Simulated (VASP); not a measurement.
# Y (P6_3/mmc) in VASP: a series of runs

Runs on Y. Level: r2SCAN. Tasks: single point.

All numbers are computed with VASP 6.6.1; they aren't measurements. Logs are shortened: lines on timing, memory, paths and dates and some standing lists are left out, and cuts for length are marked.

## Step 1: The cell of the first run

Symmetry: P6_3/mmc, No. 194, hexagonal system. The conventional cell has a = 3.377 Å, b = 3.377 Å, c = 5.232 Å, α = 90.00°, β = 90.00°, γ = 120.00°. Y (site symmetry -6m2) has 12 Y at 3.26 to 3.38 Å within 4.3 Å.

## Step 2: Single point, r2SCAN

Contents of POSCAR:

```
Y
1.0
    3.3769271611      0.0000000000      0.0000000000
   -1.6884635805      2.9245047082      0.0000000000
    0.0000000000      0.0000000000      5.2324927944
Y
2
Direct
    0.3333333333      0.6666666667      0.2500000000
    0.6666666667      0.3333333333      0.7500000000
```

Contents of INCAR.step1:

```
SYSTEM = Y
  PREC = Accurate
  ENCUT = 520
  ISMEAR = -1
  SIGMA = 0.08
  LREAL = .FALSE.
  LASPH = .TRUE.
  NELM = 60
  NBANDS = 18
  GGA = PE
  ALGO = Normal
  EDIFF = 1E-4
  LWAVE = .TRUE.
  LCHARG = .FALSE.
```

Contents of INCAR.step2:

```
SYSTEM = Y
  PREC = Accurate
  ENCUT = 520
  EDIFF = 1E-6
  ISMEAR = -1
  SIGMA = 0.08
  LREAL = .FALSE.
  LASPH = .TRUE.
  NELM = 60
  ALGO = Normal
  ISIF = 2
  LWAVE = .FALSE.
  LCHARG = .FALSE.
  METAGGA = R2SCAN
  LMIXTAU = .TRUE.
  NBANDS = 18
  ISTART = 1
```

Contents of KPOINTS:

```
regular mesh
0
G
  16 16 8
  0 0 0
```

Potentials or basis: VASP PAW PBE potentials, release 64 (Y_sv).

Run with:

```console
> cat potpaw_PBE.64/Y_sv/POTCAR > POTCAR
> cp INCAR.step1 INCAR
> mpirun -np 1 vasp_std > vasp.out
> cp INCAR.step2 INCAR
> mpirun -np 1 vasp_std > vasp.out
```

OUTCAR:

```text
SYSTEM = Y
   PREC = Accurate
   ENCUT = 520
   EDIFF = 1E-6
   ISMEAR = -1
   LREAL = .FALSE.
   LASPH = .TRUE.
   NELM = 60
   ISIF = 2
   METAGGA = R2SCAN
   ISTART = 1

 ion  position               nearest neighbor table
   1  0.333  0.667  0.250-   2 3.26   2 3.26   2 3.26   2 3.26   2 3.26   2 3.26
   2  0.667  0.333  0.750-   1 3.26   1 3.26   1 3.26   1 3.26   1 3.26   1 3.26

  LATTYP: Found a hexagonal cell.
 ALAT       =     3.3769271611
 C/A-ratio  =     1.5494834637

  Lattice vectors:

 A1 = (   3.3769271611,   0.0000000000,   0.0000000000)
 A2 = (  -1.6884635805,   2.9245047082,   0.0000000000)
 A3 = (   0.0000000000,   0.0000000000,   5.2324927944)

Analysis of symmetry for initial positions (statically):
=====================================================================
 Subroutine PRICEL returns:
 Original cell was already a primitive cell.

 Routine SETGRP: Setting up the symmetry group for a
 hexagonal supercell.

 Subroutine GETGRP returns: Found 24 space group operations
 (whereof 12 operations were pure point group operations)
 out of a pool of 24 trial point group operations.

The static configuration has the point symmetry D_3d.
 The point group associated with its full space group is D_6h.

Analysis of symmetry for dynamics (positions and initial velocities):
=====================================================================
 Subroutine PRICEL returns:
 Original cell was already a primitive cell.

 Routine SETGRP: Setting up the symmetry group for a
 hexagonal supercell.

 Subroutine GETGRP returns: Found 24 space group operations
 (whereof 12 operations were pure point group operations)
 out of a pool of 24 trial point group operations.

The dynamic configuration has the point symmetry D_3d.
 The point group associated with its full space group is D_6h.

 Subroutine INISYM returns: Found 24 space group operations
 (whereof 12 operations are pure point group operations),
 and found     1 'primitive' translations

----------------------------------------------------------------------------------------

                                     Primitive cell

  volume of cell :      51.6753

  direct lattice vectors                    reciprocal lattice vectors
     3.376927161  0.000000000  0.000000000     0.296127204  0.170969121  0.000000000
    -1.688463580  2.924504708  0.000000000     0.000000000  0.341938242  0.000000000
     0.000000000  0.000000000  5.232492794     0.000000000  0.000000000  0.191113498

  length of vectors
     3.376927161  3.376927161  5.232492794     0.341938242  0.341938242  0.191113498

  position of ions in fractional coordinates (direct lattice)
     0.333333333  0.666666667  0.250000000
     0.666666667  0.333333333  0.750000000

  ion indices of the primitive-cell ions
   primitive index   ion index
                 1           1
                 2           2

----------------------------------------------------------------------------------------

 KPOINTS: regular mesh

Automatic generation of k-mesh.
 Grid dimensions read from file:
 generate k-points for:   16   16    8

 Generating k-lattice:

  Cartesian coordinates                     Fractional coordinates (reciprocal lattice)
     0.018507950  0.010685570  0.000000000     0.062500000  0.000000000  0.000000000
     0.000000000  0.021371140  0.000000000     0.000000000  0.062500000  0.000000000
     0.000000000  0.000000000  0.023889187     0.000000000  0.000000000  0.125000000

  Length of vectors
     0.021371140  0.021371140  0.023889187

  Shift w.r.t. Gamma in fractional coordinates (k-lattice)
     0.000000000  0.000000000  0.000000000

 Subroutine IBZKPT returns following result:
 ===========================================

 Found    150 irreducible k-points:

 Following reciprocal coordinates:
            Coordinates               Weight
  0.000000  0.000000  0.000000      1.000000
  0.062500  0.000000  0.000000      6.000000
  0.125000  0.000000  0.000000      6.000000
  0.187500  0.000000  0.000000      6.000000
  0.250000  0.000000  0.000000      6.000000
  0.312500 -0.000000  0.000000      6.000000
[... 16 lines left out ...]
  0.187500  0.187500  0.000000      6.000000
  0.250000  0.187500  0.000000     12.000000
 [... further k-points ...]
   k-points           NKPTS =    150   k-points in BZ     NKDIM =    150   number of bands    NBANDS=     18
   number of dos      NEDOS =    301   number of ions     NIONS =      2
   total plane-waves  NPLWV =  31360
   dimension x,y,z NGX =    28 NGY =   28 NGZ =   40
   dimension x,y,z NGXF=    56 NGYF=   56 NGZF=   80
   ions per type =               2
   NGX,Y,Z   is equivalent  to a cutoff of  13.78, 13.78, 12.71 a.u.
   NGXF,Y,Z  is equivalent  to a cutoff of  27.57, 27.57, 25.42 a.u.
 SYSTEM =  Y
   PREC   = accura    normal or accurate (medium, high low for compatibility)
   ISTART =      1    job   : 0-new  1-cont  2-samecut
   ICHARG =      0    charge: 1-file 2-atom 10-const
   ISPIN  =      1    spin polarized calculation?
   LNONCOLLINEAR =      F non collinear calculations
   LSORBIT =      F    spin-orbit coupling
   LASPH  =      T    aspherical Exc in radial PAW
   ENCUT  =  520.0 eV  38.22 Ry    6.18 a.u.   6.28  6.28  9.73*2*pi/ulx,y,z
   NELM   =     60;   NELMIN=  2; NELMDL=  0     # of ELM steps
   EDIFF  = 0.1E-05   stopping-criterion for ELM
   LREAL  =      F    real-space projection
   EDIFFG = 0.1E-04   stopping-criterion for IOM
   NSW    =      0    number of steps for IOM
   IBRION =     -1    ionic relax: 0-MD 1-quasi-New 2-CG
   NFREE  =      0    steps in history (QN), initial steepest desc. (CG)
   ISIF   =      2    stress and relaxation
   ISYM   =      2    0-nonsym 1-usesym 2-fastsym
   POTIM  = 0.5000    time-step for ionic-motion
   TEBEG  =    0.0;   TEEND  =   0.0 temperature during run
   PSTRESS=    0.0 pullay stress
   NELECT =      22.0000    total number of electrons
   NUPDOWN=      -1.0000    fix difference up-down
   EMIN   =  10.00;   EMAX   =-10.00  energy-range for DOS
   EFERMI =   0.00;   METHOD = LEGACY
   ISMEAR =    -1;   SIGMA  =   0.08  broadening in eV -4-tet -1-fermi 0-gaus
   EFERMI_NEDOS =   21; number of points for ismear=-14 and -15
   IALGO  =     38    algorithm
   IMIX   =      4    mixing-type and parameters
     AMIX     =   0.40;   BMIX     =  1.00
     AMIX_MAG =   1.60;   BMIX_MAG =  1.00
  volume/ion in A,a.u.               =      25.84       174.36
  Fermi-wavevector in a.u.,A,eV,Ry     =   1.231558  2.327307 20.636431  1.516735
  Thomas-Fermi vector in A             =   2.366363
   LORBIT       =      0    0 simple, 1 ext, 2 COOP (PROOUT), +10 PAW based schemes
   METAGGA = R2SCAN    functional components
   LHFCALC =     F    Hartree Fock is set to
   AEXX    =    0.0000 exact exchange contribution
   IVDW    =     0    specifies the selected vdW correction
   LEPSILON=     F    determine dielectric tensor
   LRPA    =     F    only Hartree local field effects (RPA)
 non-spin polarized calculation
  energy-cutoff  :      520.00
  volume of cell :       51.68
 maximum number of plane-waves:      1411
 NGX is ok and might be reduce to    28
   NGX = 13   NGY = 13   NGZ = 19

 number of electron      22.0000000 magnetization

 Free energy of the ion-electron system (eV)
  ---------------------------------------------------
  ext. energy  EPLUGINS =         0.00000000
  ---------------------------------------------------
  free energy    TOTEN  =       -39.96016896 eV

  energy without entropy =      -39.89999408  energy(sigma->0) =      -39.93008152

 E-fermi :   4.3385     XC(G=0): -11.1318

 val. band max:        4.3382152645   @ k =   0.3125   0.1250   0.1250
 cond. band min:       4.3444661828   @ k =   0.1875   0.1250   0.0000
 fundamental gap:      0.0062509183
 Fermi energy:         4.3384760575

 k-point     1 :       0.0000    0.0000    0.0000
  band No.  band energies     occupation
      1     -39.3513      2.00000
      2     -39.1273      2.00000
      3     -19.4139      2.00000
      4     -18.3293      2.00000
      5     -18.3293      2.00000
      6     -18.1358      2.00000
[... 10 lines left out ...]
     17       7.8976      0.00000
     18       7.8976      0.00000

 k-point     2 :       0.0625    0.0000    0.0000
  band No.  band energies     occupation
      1     -39.3456      2.00000
      2     -39.1254      2.00000
      3     -19.3984      2.00000
      4     -18.3617      2.00000
      5     -18.3405      2.00000
      6     -18.1699      2.00000
[... 10 lines left out ...]
     17       7.7319      0.00000
     18       7.7753      0.00000

 k-point     3 :       0.1250    0.0000    0.0000
  band No.  band energies     occupation
      1     -39.3292      2.00000
      2     -39.1202      2.00000
      3     -19.3533      2.00000
      4     -18.4542      2.00000
      5     -18.3713      2.00000
      6     -18.2649      2.00000
[... 10 lines left out ...]
     17       7.6350      0.00000
     18       7.7669      0.00000

 k-point     4 :       0.1875    0.0000    0.0000
  band No.  band energies     occupation
      1     -39.3040      2.00000
      2     -39.1129      2.00000
      3     -19.2816      2.00000
      4     -18.5926      2.00000
      5     -18.4155      2.00000
      6     -18.4011      2.00000
[... 375 lines left out ...]
      4     -18.8917      2.00000
      5     -18.8121      2.00000
      6     -18.6540      2.00000
[... 10 lines left out ...]
     17      10.9889      0.00000
     18      11.5314      0.00000

 k-point    23 :       0.1875    0.1875    0.0000
  band No.  band energies     occupation
      1     -39.2315      2.00000
      2     -39.0995      2.00000
      3     -19.0573      2.00000
      4     -18.8303      2.00000
      5     -18.8097      2.00000
      6     -18.4934      2.00000
[... 10 lines left out ...]
     17       9.2374      0.00000
     18      10.2446      0.00000

 k-point    24 :       0.2500    0.1875    0.0000
  band No.  band energies     occupation
      1     -39.2020      2.00000
      2     -39.0986      2.00000
      3     -18.9547      2.00000
      4     -18.9517      2.00000
      5     -18.8536      2.00000
      6     -18.5714      2.00000
[... 10 lines left out ...]
     17       9.9992      0.00000
     18      11.0823      0.00000

 [... further k-points ...]

------------------------ aborting loop because EDIFF is reached ----------------------------------------

  FORCE on cell =-STRESS in cart. coord.  units (eV):
  Direction    XX          YY          ZZ          XY          YZ          ZX
  --------------------------------------------------------------------------------------
  -------------------------------------------------------------------------------------
  Total        4.8624220      4.8624220      4.8680383      0.0000000      0.0000000     -0.0000000
  in kB      150.7580716    150.7580716    150.9322017      0.0000000      0.0000000     -0.0000000
  external PRESSURE =     150.8161150 kB  Pullay stress =       0.0000000 kB

 VOLUME and BASIS-vectors are now :
 -----------------------------------------------------------------------------
  energy-cutoff  :      520.00
  volume of cell :       51.68
      direct lattice vectors                 reciprocal lattice vectors
     3.376927161  0.000000000  0.000000000     0.296127204  0.170969121  0.000000000
    -1.688463580  2.924504708  0.000000000     0.000000000  0.341938242  0.000000000
     0.000000000  0.000000000  5.232492794     0.000000000  0.000000000  0.191113498

 POSITION                                       TOTAL-FORCE (eV/Angst)
 -----------------------------------------------------------------------------------
     -0.00000      1.94967      1.30812        -0.000000     -0.000000      0.000000
      1.68846      0.97483      3.92437         0.000000      0.000000      0.000000
 -----------------------------------------------------------------------------------
    total drift:                                0.000000     -0.000000      0.000000

  FREE ENERGIE OF THE ION-ELECTRON SYSTEM (eV)
  ---------------------------------------------------
  free  energy   TOTEN  =       -39.9601689632 eV

  energy  without entropy=      -39.8999940824  energy(sigma->0) =      -39.93008152
```

It took 21 min on 1 thread of Oxide Virtual Turin-like, shared host; peak memory 0.25 GiB.

Results:

* Free energy: -39.9602 eV
* Pressure: 15.1 GPa
* Band gap on the k mesh: zero (bands 11 and 12 overlap by 2.38 eV)

Levels at points of the mesh, in eV from the Fermi level:
```csv
k point,band 7,band 8,band 9,band 10,band 11,band 12,band 13,band 14,band 15,band 16
"(0.00, 0.00, 0.00)",-22.47,-22.41,-5.16,-2.33,1.86,2.10,2.10,2.70,3.04,3.04
"(0.50, 0.00, 0.00)",-22.76,-22.58,-1.82,-1.77,-1.29,0.32,1.72,2.06,2.87,6.66
"(0.00, 0.00, 0.50)",-22.57,-22.57,-3.32,-3.32,1.20,1.20,2.00,2.00,2.00,2.00
"(0.50, 0.00, 0.50)",-22.72,-22.72,-2.13,-2.13,0.01,0.01,2.23,2.23,3.55,3.55
```

Caveat: the cell stands under pressure; the PAW data sets were made with another functional, which shifts forces and pressure a little.

[end of part 1 of 2]
